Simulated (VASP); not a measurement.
# Al8H in VASP: a series of runs

Runs on Al8H. Level: PBE. Tasks: single point.

All numbers are computed with VASP 6.6.1; they aren't measurements. Logs are shortened: lines on timing, memory, paths and dates and some standing lists are left out, and cuts for length are marked.

## (1) The cell of the first run

The cell holds a slab with vacuum, 18 atoms: a = 5.714 Å, b = 8.080 Å, c = 22.243 Å, α = 90.00°, β = 90.00°, γ = 90.00°.

## (2) Single point, PBE

Contents of INCAR:

```
PREC     = Accurate       # precision mode
ENCUT    = 520            # plane-wave cutoff, eV
EDIFF    = 1E-6           # SCF threshold, eV
ISMEAR   = 0              # smearing method
SIGMA    = 0.1            # smearing width, eV
LREAL    = Auto         
LASPH    = T              # aspherical terms in the spheres
NELM     = 100            # most SCF steps
ALGO     = Normal         # electronic algorithm
ISIF     = 2              # what is computed and relaxed
LWAVE    = F              # write WAVECAR
LCHARG   = T              # write CHGCAR
LDIPOL   = T            
IDIPOL   = 3            
DIPOL    = 0.5 0.5 0.291
GGA      = PE             # functional
LELF     = T              # ELF
LVHAR    = T            
LVACPOTAV= T            
NBANDS   = 40             # bands
```

Contents of KPOINTS:

```
Automatic mesh
0
Gamma
  5 4 1
```

Contents of POSCAR:

```
Al8H
1.0
    5.7135165837      0.0000000000      0.0000000000
    0.0000000000      8.0801326415      0.0000000000
    0.0000000000      0.0000000000     22.2432786975
Al H
16 2
Direct
    0.2500000000      0.2500000000      0.1798296040
    0.2500000000      0.7500000000      0.1798296040
    0.7500000000      0.2500000000      0.1798296040
    0.7500000000      0.7500000000      0.1798296040
    0.0000000000      0.0000000000      0.2440458181
    0.0000000000      0.5000000000      0.2440458181
    0.5000000000      0.0000000000      0.2440458181
    0.5000000000      0.5000000000      0.2440458181
    0.2500000000      0.2500000000      0.3102598702
    0.2500000000      0.7500000000      0.3102598702
    0.7500000000      0.2500000000      0.3102598702
    0.7500000000      0.7500000000      0.3102598702
    0.0000000000      0.0000000000      0.3705963860
    0.0000000000      0.5000000000      0.3705963860
    0.5000000000      0.0000000000      0.3705963860
    0.5000000000      0.5000000000      0.3705963860
    0.2500000000      0.0860175434      0.4052135847
    0.2500000000      0.4139824566      0.4052135847
```

Potentials or basis: VASP PAW PBE potentials, release 64 (Al, H).

The run is started by

```bash
$ cat potpaw_PBE.64/Al/POTCAR potpaw_PBE.64/H/POTCAR > POTCAR
$ mpirun -np 1 vasp_std > vasp.out
```

OUTCAR:

```text
PREC = Accurate
   ENCUT = 520
   EDIFF = 1E-6
   ISMEAR = 0
   LREAL = Auto
   LASPH = T
   NELM = 100
   ISIF = 2
   GGA = PE

 ion  position               nearest neighbor table
   1  0.250  0.250  0.180-   3 2.86   3 2.86   6 2.86   7 2.86   8 2.86   5 2.86   9 2.90
   2  0.250  0.750  0.180-   4 2.86   4 2.86   6 2.86   7 2.86   8 2.86   5 2.86  10 2.90
   3  0.750  0.250  0.180-   1 2.86   1 2.86   6 2.86   7 2.86   8 2.86   5 2.86  11 2.90
   4  0.750  0.750  0.180-   2 2.86   2 2.86   6 2.86   7 2.86   8 2.86   5 2.86  12 2.90
   5  0.000  0.000  0.244-  13 2.81   7 2.86   7 2.86   4 2.86   1 2.86   2 2.86   3 2.86  11 2.88
                            12 2.88   9 2.88  10 2.88
   6  0.000  0.500  0.244-  14 2.81   8 2.86   8 2.86   4 2.86   1 2.86   2 2.86   3 2.86  11 2.88
                            12 2.88   9 2.88  10 2.88
   7  0.500  0.000  0.244-  15 2.81   5 2.86   5 2.86   4 2.86   1 2.86   2 2.86   3 2.86  11 2.88
                            12 2.88   9 2.88  10 2.88
   8  0.500  0.500  0.244-  16 2.81   6 2.86   6 2.86   4 2.86   1 2.86   2 2.86   3 2.86  11 2.88
                            12 2.88   9 2.88  10 2.88
   9  0.250  0.250  0.310-  13 2.81  14 2.81  15 2.81  16 2.81  11 2.86  11 2.86   7 2.88   8 2.88
                             5 2.88   6 2.88   1 2.90
  10  0.250  0.750  0.310-  13 2.81  14 2.81  15 2.81  16 2.81  12 2.86  12 2.86   7 2.88   8 2.88
                             5 2.88   6 2.88   2 2.90
  11  0.750  0.250  0.310-  13 2.81  14 2.81  15 2.81  16 2.81   9 2.86   9 2.86   7 2.88   8 2.88
                             5 2.88   6 2.88   3 2.90
  12  0.750  0.750  0.310-  13 2.81  14 2.81  15 2.81  16 2.81  10 2.86  10 2.86   7 2.88   8 2.88
                             5 2.88   6 2.88   4 2.90
  13  0.000  0.000  0.371-  17 1.77  10 2.81  11 2.81  12 2.81   9 2.81   5 2.81  15 2.86  15 2.86

  14  0.000  0.500  0.371-  18 1.77  10 2.81  11 2.81  12 2.81   9 2.81   6 2.81  16 2.86  16 2.86

  15  0.500  0.000  0.371-  17 1.77  10 2.81  11 2.81  12 2.81   9 2.81   7 2.81  13 2.86  13 2.86

  16  0.500  0.500  0.371-  18 1.77  10 2.81  11 2.81  12 2.81   9 2.81   8 2.81  14 2.86  14 2.86

  17  0.250  0.086  0.405-  13 1.77  15 1.77
  18  0.250  0.414  0.405-  14 1.77  16 1.77

  LATTYP: Found a simple orthorhombic cell.
 ALAT       =     5.7135165837
 B/A-ratio  =     1.4142135624
 C/A-ratio  =     3.8930977747

  Lattice vectors:

 A1 = (   5.7135165837,   0.0000000000,   0.0000000000)
 A2 = (   0.0000000000,   8.0801326415,   0.0000000000)
 A3 = (   0.0000000000,   0.0000000000,  22.2432786975)

Analysis of symmetry for initial positions (statically):
=====================================================================
 Subroutine PRICEL returns:
 Original cell was already a primitive cell.

 Routine SETGRP: Setting up the symmetry group for a
 simple orthorhombic supercell.

 Subroutine GETGRP returns: Found  4 space group operations
 (whereof  1 operations were pure point group operations)
 out of a pool of  8 trial point group operations.

The static configuration has the point symmetry C_1 .
 The point group associated with its full space group is C_2v.

Analysis of symmetry for dynamics (positions and initial velocities):
=====================================================================
 Subroutine PRICEL returns:
 Original cell was already a primitive cell.

 Routine SETGRP: Setting up the symmetry group for a
 simple orthorhombic supercell.

 Subroutine GETGRP returns: Found  4 space group operations
 (whereof  1 operations were pure point group operations)
 out of a pool of  8 trial point group operations.

The dynamic configuration has the point symmetry C_1 .
 The point group associated with its full space group is C_2v.

 Subroutine INISYM returns: Found  4 space group operations
 (whereof  1 operations are pure point group operations),
 and found     1 'primitive' translations

----------------------------------------------------------------------------------------

                                     Primitive cell

  volume of cell :    1026.8826

  direct lattice vectors                    reciprocal lattice vectors
     5.713516584  0.000000000  0.000000000     0.175023558  0.000000000  0.000000000
     0.000000000  8.080132642  0.000000000     0.000000000  0.123760345  0.000000000
     0.000000000  0.000000000 22.243278697     0.000000000  0.000000000  0.044957401

  length of vectors
     5.713516584  8.080132642 22.243278697     0.175023558  0.123760345  0.044957401

  position of ions in fractional coordinates (direct lattice)
     0.250000000  0.250000000  0.179829604
     0.250000000  0.750000000  0.179829604
     0.750000000  0.250000000  0.179829604
     0.750000000  0.750000000  0.179829604
     0.000000000  0.000000000  0.244045818
     0.000000000  0.500000000  0.244045818
[... 10 lines left out ...]
     0.250000000  0.086017543  0.405213585
     0.250000000  0.413982457  0.405213585

  ion indices of the primitive-cell ions
   primitive index   ion index
                 1           1
                 2           2
                 3           3
                 4           4
                 5           5
                 6           6
[... 10 lines left out ...]
                17          17
                18          18

----------------------------------------------------------------------------------------

 KPOINTS: Automatic mesh

Automatic generation of k-mesh.
 Grid dimensions read from file:
 generate k-points for:    5    4    1

 Generating k-lattice:

  Cartesian coordinates                     Fractional coordinates (reciprocal lattice)
     0.035004712  0.000000000  0.000000000     0.200000000  0.000000000  0.000000000
     0.000000000  0.030940086  0.000000000     0.000000000  0.250000000  0.000000000
     0.000000000  0.000000000  0.044957401     0.000000000  0.000000000  1.000000000

  Length of vectors
     0.035004712  0.030940086  0.044957401

  Shift w.r.t. Gamma in fractional coordinates (k-lattice)
     0.000000000  0.000000000  0.000000000

 Subroutine IBZKPT returns following result:
 ===========================================

 Found      9 irreducible k-points:

 Following reciprocal coordinates:
            Coordinates               Weight
  0.000000  0.000000  0.000000      1.000000
  0.200000  0.000000  0.000000      2.000000
  0.400000  0.000000  0.000000      2.000000
  0.000000  0.250000  0.000000      2.000000
  0.200000  0.250000  0.000000      4.000000
  0.400000  0.250000  0.000000      4.000000
  0.000000  0.500000  0.000000      1.000000
  0.200000  0.500000  0.000000      2.000000
  0.400000  0.500000  0.000000      2.000000
   k-points           NKPTS =      9   k-points in BZ     NKDIM =      9   number of bands    NBANDS=     40
   number of dos      NEDOS =    301   number of ions     NIONS =     18
   total plane-waves  NPLWV = 423360
   dimension x,y,z NGX =    42 NGY =   60 NGZ =  168
   dimension x,y,z NGXF=    84 NGYF=  120 NGZF=  336
   ions per type =              16   2
   NGX,Y,Z   is equivalent  to a cutoff of  12.22, 12.34, 12.56 a.u.
   NGXF,Y,Z  is equivalent  to a cutoff of  24.44, 24.69, 25.11 a.u.
 SYSTEM =  unknown system
   PREC   = accura    normal or accurate (medium, high low for compatibility)
   ISTART =      0    job   : 0-new  1-cont  2-samecut
   ICHARG =      2    charge: 1-file 2-atom 10-const
   ISPIN  =      1    spin polarized calculation?
   LNONCOLLINEAR =      F non collinear calculations
   LSORBIT =      F    spin-orbit coupling
   LASPH  =      T    aspherical Exc in radial PAW
   ENCUT  =  520.0 eV  38.22 Ry    6.18 a.u.  10.62 15.02 41.36*2*pi/ulx,y,z
   NELM   =    100;   NELMIN=  2; NELMDL= -5     # of ELM steps
   EDIFF  = 0.1E-05   stopping-criterion for ELM
   LREAL  =      T    real-space projection
   EDIFFG = 0.1E-04   stopping-criterion for IOM
   NSW    =      0    number of steps for IOM
   IBRION =     -1    ionic relax: 0-MD 1-quasi-New 2-CG
   NFREE  =      0    steps in history (QN), initial steepest desc. (CG)
   ISIF   =      2    stress and relaxation
   ISYM   =      2    0-nonsym 1-usesym 2-fastsym
   POTIM  = 0.5000    time-step for ionic-motion
   TEBEG  =    0.0;   TEEND  =   0.0 temperature during run
   PSTRESS=    0.0 pullay stress
   NELECT =      50.0000    total number of electrons
   NUPDOWN=      -1.0000    fix difference up-down
   EMIN   =  10.00;   EMAX   =-10.00  energy-range for DOS
   EFERMI =   0.00;   METHOD = LEGACY
   ISMEAR =     0;   SIGMA  =   0.10  broadening in eV -4-tet -1-fermi 0-gaus
   EFERMI_NEDOS =   21; number of points for ismear=-14 and -15
   IALGO  =     38    algorithm
   IMIX   =      4    mixing-type and parameters
     AMIX     =   0.40;   BMIX     =  1.00
     AMIX_MAG =   1.60;   BMIX_MAG =  1.00
  volume/ion in A,a.u.               =      57.05       384.99
  Fermi-wavevector in a.u.,A,eV,Ry     =   0.597803  1.129683  4.862288  0.357368
  Thomas-Fermi vector in A             =   1.648667
   LORBIT       =      0    0 simple, 1 ext, 2 COOP (PROOUT), +10 PAW based schemes
   GGA     = PE    functional components
   LHFCALC =     F    Hartree Fock is set to
   AEXX    =    0.0000 exact exchange contribution
   IVDW    =     0    specifies the selected vdW correction
   LEPSILON=     F    determine dielectric tensor
   LRPA    =     F    only Hartree local field effects (RPA)
 non-spin polarized calculation
 Gauss-broadening in eV      SIGMA  =   0.10
  energy-cutoff  :      520.00
  volume of cell :     1026.88
 maximum number of plane-waves:     27706
   NGX = 21   NGY = 31   NGZ = 83

 dipolmoment           0.000000      0.000000      0.045120 electrons x Angstroem

 number of electron      49.9999998 magnetization

 dipolmoment           0.000000      0.000000     -0.033252 electrons x Angstroem

 Free energy of the ion-electron system (eV)
  ---------------------------------------------------
  ext. energy  EPLUGINS =         0.00000000
  ---------------------------------------------------
  free energy    TOTEN  =       -60.61784720 eV

  energy without entropy =      -60.56617320  energy(sigma->0) =      -60.59201020

 E-fermi :  -0.7919     XC(G=0):  -3.5836

 val. band max:       -0.7926339962   @ k =   0.2000   0.0000   0.0000
 cond. band min:      -0.7651966445   @ k =   0.4000   0.2500   0.0000
 fundamental gap:      0.0274373516
 Fermi energy:        -0.7918548895

 k-point     1 :       0.0000    0.0000    0.0000
  band No.  band energies     occupation
      1     -11.1635      2.00000
      2      -9.2282      2.00000
      3      -9.2239      2.00000
      4      -8.7414      2.00000
      5      -7.4424      2.00000
      6      -7.1712      2.00000
[... 29 lines left out ...]
     36       1.2768      0.00000
     37       1.3803      0.00000

 k-point     2 :       0.2000    0.0000    0.0000
  band No.  band energies     occupation
      1     -10.9886      2.00000
      2      -9.1252      2.00000
      3      -9.0754      2.00000
      4      -8.5661      2.00000
      5      -8.2064      2.00000
      6      -7.3913      2.00000
[... 272 lines left out ...]
 k-point     9 :       0.4000    0.5000    0.0000
  band No.  band energies     occupation
      1     -10.0440      2.00000
      2      -9.8494      2.00000
      3      -9.1029      2.00000
      4      -8.9628      2.00000
      5      -8.1384      2.00000
      6      -7.9671      2.00000
[... 29 lines left out ...]
     36       1.6848      0.00000
     37       2.2551      0.00000
 [bands above 37 left out]

------------------------ aborting loop because EDIFF is reached ----------------------------------------

  FORCE on cell =-STRESS in cart. coord.  units (eV):
  Direction    XX          YY          ZZ          XY          YZ          ZX
  --------------------------------------------------------------------------------------
  -------------------------------------------------------------------------------------
  Total       -6.4828967     -2.5191039     -1.5984835      0.0000000      0.0000000      0.0000000
  in kB      -10.1148372     -3.9303921     -2.4940086      0.0000000      0.0000000      0.0000000
  external PRESSURE =      -5.5130793 kB  Pullay stress =       0.0000000 kB

 VOLUME and BASIS-vectors are now :
 -----------------------------------------------------------------------------
  energy-cutoff  :      520.00
  volume of cell :     1026.88
      direct lattice vectors                 reciprocal lattice vectors
     5.713516584  0.000000000  0.000000000     0.175023558  0.000000000  0.000000000
     0.000000000  8.080132642  0.000000000     0.000000000  0.123760345  0.000000000
     0.000000000  0.000000000 22.243278697     0.000000000  0.000000000  0.044957401

 POSITION                                       TOTAL-FORCE (eV/Angst)
 -----------------------------------------------------------------------------------
      1.42838      2.02003      4.00000         0.000000      0.000000      0.159625
      1.42838      6.06010      4.00000         0.000000      0.000000      0.335146
      4.28514      2.02003      4.00000         0.000000      0.000000      0.312717
      4.28514      6.06010      4.00000         0.000000      0.000000      0.308490
      0.00000      0.00000      5.42838        -0.094920      0.018633     -0.204003
      0.00000      4.04007      5.42838        -0.094920     -0.018633     -0.204003
[... 10 lines left out ...]
      1.42838      0.69503      9.01328         0.000000      0.003830      0.342172
      1.42838      3.34503      9.01328         0.000000     -0.003830      0.342172
 -----------------------------------------------------------------------------------
    total drift:                               -0.000000     -0.000000     -0.012462

  FREE ENERGIE OF THE ION-ELECTRON SYSTEM (eV)
  ---------------------------------------------------
  free  energy   TOTEN  =       -60.6178472022 eV

  energy  without entropy=      -60.5661732009  energy(sigma->0) =      -60.59201020

 vacuum level on the upper side and lower side of the slab         3.106         3.236
```

It took 15 min on 1 thread of Intel Xeon 6975P-C, shared host; peak memory 0.9 GiB.

Results:

| Item | Value |
| --- | --- |
| Free energy | -60.6178 eV |
| Largest force | 0.664 eV/Å |
| Band gap on the k mesh | zero (band 25 reaches -0.43 eV, above the bottom of band 26 at -1.11 eV) |

Forces in eV/Å, atoms in the order of the input:
```
Al   0.000  0.000  0.160
Al   0.000  0.000  0.335
Al   0.000  0.000  0.313
Al   0.000  0.000  0.308
Al  -0.095  0.019 -0.204
Al  -0.095 -0.019 -0.204
Al   0.095  0.019 -0.204
Al   0.095 -0.019 -0.204
Al   0.000  0.000 -0.608
Al   0.000  0.000  0.261
Al   0.000  0.000  0.140
Al   0.000  0.000 -0.059
Al  -0.620 -0.156 -0.180
Al  -0.620  0.156 -0.180
Al   0.620 -0.156 -0.180
Al   0.620  0.156 -0.180
H    0.000  0.004  0.342
H    0.000 -0.004  0.342
```

Levels at points of the mesh, in eV from the Fermi level:
| k point | band 24 | band 25 | band 26 | band 27 | band 28 | band 29 |
| --- | --- | --- | --- | --- | --- | --- |
| (0.00, 0.00, 0.00) | -0.58 | -0.51 | -0.32 | -0.12 | 0.61 | 0.75 |
| (0.00, 0.50, 0.00) | -0.90 | -0.34 | -0.26 | 0.04 | 0.08 | 0.82 |

## (3) Single point, PBE

Contents of INCAR:

```
SYSTEM = Al8H
  PREC = Accurate
  ENCUT = 520
  EDIFF = 1E-6
  ISMEAR = 0
  SIGMA = 0.1
  LREAL = Auto
  LASPH = .True.
  NELM = 100
  ALGO = Normal
  ISIF = 2
  LWAVE = .False.
  LCHARG = .False.
  LDIPOL = .True.
  IDIPOL = 3
  DIPOL = 0.5 0.5 0.294
  GGA = PE
  NBANDS = 40
```

Contents of KPOINTS:

```
Automatic mesh
0
Gamma
  5 4 1
  0 0 0
```

POSCAR: that of step 2 with these lines changed.

```diff
@@ -24,3 +24,3 @@
     0.5000000000      0.5000000000      0.3705963860
-    0.2500000000      0.0860175434      0.4052135847
-    0.2500000000      0.4139824566      0.4052135847
+    0.2500000000      0.0860175434      0.4339863214
+    0.2500000000      0.4139824566      0.4339863214
```

Potentials or basis: VASP PAW PBE potentials, release 64 (Al, H).

The run is started by

```bash
$ cat potpaw_PBE.64/Al/POTCAR potpaw_PBE.64/H/POTCAR > POTCAR
$ mpirun -np 1 vasp_std > vasp.out
```

It took 13 min on 1 thread of Intel Xeon 6975P-C, shared host; peak memory 0.9 GiB.

The run converged. Its results:

```yaml
Free_energy: -60.0180 eV
Largest_force: 1.344 eV/Å
Band_gap_on_the_k_mesh: zero (band 25 reaches -0.53 eV, above the bottom of band 26 at -1.23 eV)
```

Forces in eV/Å, atoms in the order of the input:
```
Al   0.000  0.000  0.219
Al   0.000  0.000  0.311
Al   0.000  0.000  0.293
Al   0.000  0.000  0.273
Al  -0.238  0.022 -0.249
Al  -0.238 -0.022 -0.249
Al   0.238  0.022 -0.249
Al   0.238 -0.022 -0.249
Al   0.000  0.000 -0.426
Al   0.000  0.000  0.271
Al   0.000  0.000  0.084
Al   0.000  0.000 -0.053
Al   0.082  0.275  0.580
Al   0.082 -0.275  0.580
Al  -0.082  0.275  0.580
Al  -0.082 -0.275  0.580
H    0.000 -0.698 -1.148
H    0.000  0.698 -1.148
```

Levels at points of the mesh, in eV from the Fermi level:
```csv
k point,band 21,band 22,band 23,band 24,band 25,band 26,band 27,band 28,band 29,band 30
"(0.00, 0.00, 0.00)",-1.65,-0.90,-0.79,-0.63,-0.45,-0.27,-0.21,0.31,0.40,1.23
"(0.00, 0.50, 0.00)",-0.96,-0.95,-0.88,-0.88,-0.23,-0.21,0.16,0.17,0.62,0.80
```

(Part 1 of 2 ends here.)
